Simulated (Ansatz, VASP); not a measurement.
Two plane-wave programs on Al2Cu

The input INCAR:

```
PREC = Accurate
ENCUT = 520
EDIFF = 1E-7
ISMEAR = 0
SIGMA = 0.15
LREAL = F
LASPH = T
NELM = 100
ALGO = Fast
ISIF = 2
LWAVE = F
LCHARG = F
GGA = PS
NBANDS = 26
```

KPOINTS

```
regular mesh
0
Gamma
  10 10 10
```

POSCAR

```
Al2Cu
1.0
   -3.0264500000      3.0264500000      2.3896500000
    3.0264500000     -3.0264500000      2.3896500000
    3.0264500000      3.0264500000     -2.3896500000
Al Cu
4 2
Direct
    0.1593210787      0.6593210787      0.8186421574
    0.6593210787      0.8406789213      0.5000000000
    0.8406789213      0.3406789213      0.1813578426
    0.3406789213      0.1593210787      0.5000000000
    0.7500000000      0.7500000000      0.0000000000
    0.2500000000      0.2500000000      0.0000000000
```

Input for Ansatz:

```yaml
crystal:
  lattice:
    - [-3.02645, 3.02645, 2.38965]
    - [3.02645, -3.02645, 2.38965]
    - [3.02645, 3.02645, -2.38965]
  atoms:
    - { symbol: Al, position: [0.1593210787, 0.6593210787, 0.8186421574] }
    - { symbol: Al, position: [0.6593210787, 0.8406789213, 0.5] }
    - { symbol: Al, position: [0.8406789213, 0.3406789213, 0.1813578426] }
    - { symbol: Al, position: [0.3406789213, 0.1593210787, 0.5] }
    - { symbol: Cu, position: [0.75, 0.75, 0.0] }
    - { symbol: Cu, position: [0.25, 0.25, 0.0] }
basis:
  ecutwfc: 520.0
kpoints:
  mp_grid: { grid: [10, 10, 10] }
hamiltonian:
  xc: pbesol
  pseudopotentials: { kind: paw, azcp: { folder: soft_1 } }
scf:
  occupations: { method: gaussian, width: 0.15 }
output:
  forces: true
  stress: true
  eigenvalues: true
```

Alike in both runs: task single point; functional PBEsol; k mesh 10 × 10 × 10; occupations gaussian, width 0.15 eV; no spin polarisation.

|  | VASP | Ansatz |
| --- | --- | --- |
| version | VASP 6.6.1 | Ansatz 0.2.0 |
| potentials or method | VASP PAW PBE potentials, release 64 (Al, Cu), cutoff 520 eV | scalar-relativistic, plane waves, PAW |
| valence electrons in the cell | 34 | 50 |

|  | VASP | Ansatz | Ansatz less VASP |
| --- | --- | --- | --- |
| gap on the k mesh at the Fermi level (eV) | none | none | - |
| pressure (GPa) | -0.8 | -1.0 | -0.22 |
| traceless stress, the component that is largest in VASP (GPa) | 1.83 | 1.80 | -0.031 |
| rms of the force components (eV/Å) | 0.025 | 0.023 | -0.0012 |

VASP's potentials were made for PBE, not for PBEsol, and Ansatz warns of the same on its side. Atom by atom the forces differ by 0.001 eV/Å (rms over components). A gap of «none» marks a metal or a gap that the smearing closes. VASP's potentials hold 34 valence electrons a cell and Ansatz's 50, so a difference there can come from the potentials and not from the codes.
